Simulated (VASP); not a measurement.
# BaTiO3 (P4mm) in VASP: electric field gradients with PBEsol

Aim: the electric field gradients of BaTiO3 with PBEsol.

Program: VASP 6.6.1. These are calculated values, not measurements. Logs are shortened: lines on timing, memory, paths and dates and some standing lists are left out, and cuts for length are marked.

### 1 The cell of the first run

The structure is tetragonal, space group P4mm (No. 99). The conventional cell has a = 3.986 Å, b = 3.986 Å, c = 4.005 Å, α = 90.00°, β = 90.00°, γ = 90.00°. Ba (site symmetry 4mm) has 12 O at 2.78 to 2.87 Å and 8 Ti at 3.42 to 3.50 Å within 3.7 Å. Within 2.5 Å of Ti (site symmetry 4mm) lie 6 O at 1.87 to 2.14 Å. Within 2.5 Å of O (site symmetry 4mm) lie 2 Ti at 1.87 to 2.14 Å. Within 2.6 Å of O (site symmetry 2mm) lie 2 Ti at 2.00 Å.

### 2 Electric field gradients, PBEsol (12.73 Å³/atom)

File INCAR:

```
  PREC = Accurate
  ENCUT = 1000
  EDIFF = 1E-8
  ISMEAR = -1
  SIGMA = 0.08
  LREAL = False
  LASPH = True
  NELM = 120
  ALGO = Normal
  ISIF = 2
  LWAVE = False
  LCHARG = False
  GGA = PS
  LEFG = True
  NBANDS = 28
  GGA_COMPAT = False
```

File KPOINTS:

```
regular mesh
0
Gamma
  7 7 7
```

File POSCAR:

```
BaTiO3
1.0
    3.9864226426      0.0000000000      0.0000000000
    0.0000000000      3.9864226426      0.0000000000
    0.0000000000      0.0000000000      4.0045617725
Ba Ti O
1 1 3
Direct
    0.0000000000      0.0000000000      0.0000000000
    0.5000000000      0.5000000000      0.4820000000
    0.5000000000      0.5000000000      0.0160000000
    0.5000000000      0.0000000000      0.5150000000
    0.0000000000      0.5000000000      0.5150000000
```

Potentials or basis: VASP PAW PBE potentials, release 64 (Ba_sv, Ti_sv, O_h).

The run is started by

```
$ cat potpaw_PBE.64/Ba_sv/POTCAR potpaw_PBE.64/Ti_sv/POTCAR potpaw_PBE.64/O_h/POTCAR > POTCAR
$ mpirun -np 1 vasp_std > vasp.out
```

OUTCAR:

```text
PREC = Accurate
   ENCUT = 1000
   EDIFF = 1E-8
   ISMEAR = -1
   LREAL = False
   LASPH = True
   NELM = 120
   ISIF = 2
   GGA = PS

 ion  position               nearest neighbor table
   1  0.000  0.000  0.000-   4 2.78   5 2.78   5 2.78   4 2.78   3 2.82   3 2.82   3 2.82   3 2.82
                             4 2.87   5 2.87   5 2.87   4 2.87   2 3.42   2 3.42   2 3.42   2 3.42
   2  0.500  0.500  0.482-   3 1.87   4 2.00   5 2.00   4 2.00   5 2.00   3 2.14   1 3.42   1 3.42
                             1 3.42   1 3.42   1 3.50   1 3.50   1 3.50   1 3.50
   3  0.500  0.500  0.016-   2 1.87   2 2.14   1 2.82   1 2.82   1 2.82   1 2.82
   4  0.500  0.000  0.515-   2 2.00   2 2.00   1 2.78   1 2.78   1 2.87   1 2.87
   5  0.000  0.500  0.515-   2 2.00   2 2.00   1 2.78   1 2.78   1 2.87   1 2.87

  LATTYP: Found a simple tetragonal cell.
 ALAT       =     3.9864226426
 C/A-ratio  =     1.0045502275

  Lattice vectors:

 A1 = (   3.9864226426,   0.0000000000,   0.0000000000)
 A2 = (   0.0000000000,   3.9864226426,   0.0000000000)
 A3 = (   0.0000000000,   0.0000000000,   4.0045617725)

Analysis of symmetry for initial positions (statically):
=====================================================================
 Subroutine PRICEL returns:
 Original cell was already a primitive cell.

 Routine SETGRP: Setting up the symmetry group for a
 simple tetragonal supercell.

 Subroutine GETGRP returns: Found  8 space group operations
 (whereof  8 operations were pure point group operations)
 out of a pool of 16 trial point group operations.

The static configuration has the point symmetry C_4v.

Analysis of symmetry for dynamics (positions and initial velocities):
=====================================================================
 Subroutine PRICEL returns:
 Original cell was already a primitive cell.

 Routine SETGRP: Setting up the symmetry group for a
 simple tetragonal supercell.

 Subroutine GETGRP returns: Found  8 space group operations
 (whereof  8 operations were pure point group operations)
 out of a pool of 16 trial point group operations.

The dynamic configuration has the point symmetry C_4v.

 Subroutine INISYM returns: Found  8 space group operations
 (whereof  8 operations are pure point group operations),
 and found     1 'primitive' translations

----------------------------------------------------------------------------------------

                                     Primitive cell

  volume of cell :      63.6388

  direct lattice vectors                    reciprocal lattice vectors
     3.986422643  0.000000000  0.000000000     0.250851475  0.000000000  0.000000000
     0.000000000  3.986422643  0.000000000     0.000000000  0.250851475  0.000000000
     0.000000000  0.000000000  4.004561772     0.000000000  0.000000000  0.249715214

  length of vectors
     3.986422643  3.986422643  4.004561772     0.250851475  0.250851475  0.249715214

  position of ions in fractional coordinates (direct lattice)
     0.000000000  0.000000000  0.000000000
     0.500000000  0.500000000  0.482000000
     0.500000000  0.500000000  0.016000000
     0.500000000  0.000000000  0.515000000
     0.000000000  0.500000000  0.515000000

  ion indices of the primitive-cell ions
   primitive index   ion index
                 1           1
                 2           2
                 3           3
                 4           4
                 5           5

----------------------------------------------------------------------------------------

 KPOINTS: regular mesh

Automatic generation of k-mesh.
 Grid dimensions read from file:
[... 52 lines left out ...]
   ions per type =               1   1   3
   NGX,Y,Z   is equivalent  to a cutoff of  17.52, 17.52, 17.44 a.u.
   NGXF,Y,Z  is equivalent  to a cutoff of  35.03, 35.03, 34.87 a.u.
 SYSTEM =  unknown system
   PREC   = accura    normal or accurate (medium, high low for compatibility)
   ISTART =      0    job   : 0-new  1-cont  2-samecut
   ICHARG =      2    charge: 1-file 2-atom 10-const
   ISPIN  =      1    spin polarized calculation?
   LNONCOLLINEAR =      F non collinear calculations
   LSORBIT =      F    spin-orbit coupling
   LASPH  =      T    aspherical Exc in radial PAW
   ENCUT  = 1000.0 eV  73.50 Ry    8.57 a.u.  10.28 10.28 10.33*2*pi/ulx,y,z
   NELM   =    120;   NELMIN=  2; NELMDL= -5     # of ELM steps
   EDIFF  = 0.1E-07   stopping-criterion for ELM
   LREAL  =      F    real-space projection
   EDIFFG = 0.1E-06   stopping-criterion for IOM
   NSW    =      0    number of steps for IOM
   IBRION =     -1    ionic relax: 0-MD 1-quasi-New 2-CG
   NFREE  =      0    steps in history (QN), initial steepest desc. (CG)
   ISIF   =      2    stress and relaxation
   ISYM   =      2    0-nonsym 1-usesym 2-fastsym
   POTIM  = 0.5000    time-step for ionic-motion
   TEBEG  =    0.0;   TEEND  =   0.0 temperature during run
   PSTRESS=    0.0 pullay stress
   NELECT =      40.0000    total number of electrons
   NUPDOWN=      -1.0000    fix difference up-down
   EMIN   =  10.00;   EMAX   =-10.00  energy-range for DOS
   EFERMI =   0.00;   METHOD = LEGACY
   ISMEAR =    -1;   SIGMA  =   0.08  broadening in eV -4-tet -1-fermi 0-gaus
   EFERMI_NEDOS =   21; number of points for ismear=-14 and -15
   IALGO  =     38    algorithm
   IMIX   =      4    mixing-type and parameters
     AMIX     =   0.40;   BMIX     =  1.00
     AMIX_MAG =   1.60;   BMIX_MAG =  1.00
  volume/ion in A,a.u.               =      12.73        85.89
  Fermi-wavevector in a.u.,A,eV,Ry     =   1.402343  2.650044 26.756755  1.966566
  Thomas-Fermi vector in A             =   2.525114
   LORBIT       =      0    0 simple, 1 ext, 2 COOP (PROOUT), +10 PAW based schemes
   GGA     = PS    functional components
   LHFCALC =     F    Hartree Fock is set to
   AEXX    =    0.0000 exact exchange contribution
   IVDW    =     0    specifies the selected vdW correction
   LEPSILON=     F    determine dielectric tensor
   LRPA    =     F    only Hartree local field effects (RPA)
 non-spin polarized calculation
  energy-cutoff  :     1000.00
  volume of cell :       63.64
 maximum number of plane-waves:      4592
 NGX is ok and might be reduce to    42
   NGX = 21   NGY = 21   NGZ = 21

 number of electron      39.9999995 magnetization

 Free energy of the ion-electron system (eV)
  ---------------------------------------------------
  ext. energy  EPLUGINS =         0.00000000
  ---------------------------------------------------
  free energy    TOTEN  =       -42.01554750 eV

  energy without entropy =      -42.01554623  energy(sigma->0) =      -42.01554687

 E-fermi :   5.0728     XC(G=0): -11.5564

 val. band max:        4.0534110385   @ k =   0.4286   0.4286   0.4286
 cond. band min:       5.9085897976   @ k =   0.0000   0.0000   0.0000
 fundamental gap:      1.8551787591
 Fermi energy:         5.0727774679

 k-point     1 :       0.0000    0.0000    0.0000
  band No.  band energies     occupation
      1     -52.1207      2.00000
      2     -28.4956      2.00000
      3     -28.4495      2.00000
      4     -28.4495      2.00000
      5     -20.6443      2.00000
      6     -12.7247      2.00000
[... 733 lines left out ...]
     27      12.5494      0.00000
     28      12.9829      0.00000

 [... further k-points ...]

------------------------ aborting loop because EDIFF is reached ----------------------------------------

  FORCE on cell =-STRESS in cart. coord.  units (eV):
  Direction    XX          YY          ZZ          XY          YZ          ZX
  --------------------------------------------------------------------------------------
  -------------------------------------------------------------------------------------
  Total       -0.2035559     -0.2035559      0.4405776      0.0000000      0.0000000      0.0000000
  in kB       -5.1247481     -5.1247481     11.0920364      0.0000000      0.0000000      0.0000000
  external PRESSURE =       0.2808467 kB  Pullay stress =       0.0000000 kB

 VOLUME and BASIS-vectors are now :
 -----------------------------------------------------------------------------
  energy-cutoff  :     1000.00
  volume of cell :       63.64
      direct lattice vectors                 reciprocal lattice vectors
     3.986422643  0.000000000  0.000000000     0.250851475  0.000000000  0.000000000
     0.000000000  3.986422643  0.000000000     0.000000000  0.250851475  0.000000000
     0.000000000  0.000000000  4.004561772     0.000000000  0.000000000  0.249715214

 POSITION                                       TOTAL-FORCE (eV/Angst)
 -----------------------------------------------------------------------------------
      0.00000      0.00000      0.00000         0.000000      0.000000     -0.075293
      1.99321      1.99321      1.93020         0.000000     -0.000000      0.081022
      1.99321      1.99321      0.06407         0.000000      0.000000      0.309430
      1.99321      0.00000      2.06235         0.000000      0.000000     -0.157579
      0.00000      1.99321      2.06235        -0.000000      0.000000     -0.157579
 -----------------------------------------------------------------------------------
    total drift:                                0.000000     -0.000000      0.003833

  FREE ENERGIE OF THE ION-ELECTRON SYSTEM (eV)
  ---------------------------------------------------
  free  energy   TOTEN  =       -42.0155475010 eV

  energy  without entropy=      -42.0155462330  energy(sigma->0) =      -42.01554687

 Electric field gradients (V/A^2)
---------------------------------------------------------------------
 ion       V_xx      V_yy      V_zz      V_xy      V_xz      V_yz
---------------------------------------------------------------------
   1       2.220     2.220    -4.439    -0.000    -0.000    -0.000
   2       1.106     1.106    -2.213    -0.000     0.000     0.000
   3      -6.812    -6.812    13.624    -0.000    -0.000    -0.000
   4     -11.808    24.661   -12.853     0.000     0.000     0.000
   5      24.661   -11.808   -12.853    -0.000     0.000    -0.000
---------------------------------------------------------------------

 Electric field gradients after diagonalization (V/A^2)
 (convention: |V_zz| > |V_xx| > |V_yy|)
----------------------------------------------------------------------
 ion       V_xx      V_yy      V_zz     asymmetry (V_yy - V_xx)/ V_zz
----------------------------------------------------------------------
   1       2.220     2.220    -4.439       0.000
   2       1.106     1.106    -2.213       0.000
   3      -6.812    -6.812    13.624       0.000
   4     -12.853   -11.808    24.661       0.042
   5     -12.853   -11.808    24.661       0.042
----------------------------------------------------------------------

           NMR quadrupolar parameters

 Cq : quadrupolar parameter    Cq=e*Q*V_zz/h
 eta: asymmetry parameters     (V_yy - V_xx)/ V_zz
 Q  : nuclear electric quadrupole moment in mb (millibarn)
----------------------------------------------------------------------
 ion       Cq(MHz)       eta       Q (mb)
----------------------------------------------------------------------
   1      -0.011       0.000       1.000
   2      -0.005       0.000       1.000
   3       0.033       0.000       1.000
   4       0.060       0.042       1.000
   5       0.060       0.042       1.000
----------------------------------------------------------------------
```

Run time: 3 min. Hardware: 1 thread of Intel Xeon Platinum 8375C at 2.90GHz (Ice Lake), shared host; peak memory 0.4 GiB.

What came out:

```yaml
Free_energy: -42.0155 eV
Pressure: 0.0 GPa
Largest_force: 0.309 eV/Å
Band_gap_on_the_k_mesh: 1.86 eV (least direct gap 2.08 eV)
Largest_electric_field_gradient_by_atom: Ba -4.4; Ti -2.2; O +13.6, +24.7 (each value once) V/Å²
```

Forces on the atoms (eV/Å):
```
Ba   0.000  0.000 -0.075
Ti   0.000  0.000  0.081
O    0.000  0.000  0.309
O    0.000  0.000 -0.158
O    0.000  0.000 -0.158
```

Electric field gradients, principal values (V/Å²):
```csv
atom,least,middle,greatest (by size)
1 Ba,2.220,2.220,-4.439
2 Ti,1.106,1.106,-2.213
3 O,-6.812,-6.812,13.624
4 O,-11.808,-12.853,24.661
5 O,-11.808,-12.853,24.661
```

Caveat: without QUAD_EFG the Cq values of the log hold for a quadrupole moment of 1 mb, not for the nuclei; the PAW data sets were made with another functional, which shifts forces and pressure a little; spin-orbit coupling is left out, which moves the levels of the heavy elements.
